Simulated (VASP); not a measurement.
Runs of VASP 6.6.1 on V. The structure is that of space group Fm-3m (No. 225), or close to it. The cells are those of the table. 

```tsv
cell	gap on the mesh (eV)	pressure (GPa)
a = 2.608 Å, angles 60.0°, 1 atom	none	27.3
a = 2.685 Å, angles 60.0°, 1 atom	none	(a)
a = 2.827 Å, angles 60.0°, 1 atom	none	-14.7
a = 2.793 Å, angles 60.0°, 1 atom	none	-10.7
a = 2.722 Å, angles 60.0°, 1 atom	none	(b)
a = 2.647 Å, angles 60.0°, 1 atom	none	16.5
a = 2.758 Å, angles 60.0°, 1 atom	none	-5.8
```

Alike in all rows: task single point; level RPBE; potentials or basis VASP PAW PBE potentials, release 64 (V_sv); no spin polarisation; k mesh 23 × 23 × 23; cutoff (eV) 520; smearing fermi-dirac 0.1 eV.

Task: Fill in the values left out.

Result: (a) 7.5; (b) 0.2.

Caveats: the PAW data sets were made with another functional, which shifts forces and pressure a little.

A gap of «none» marks levels without a gap at the run's occupations.
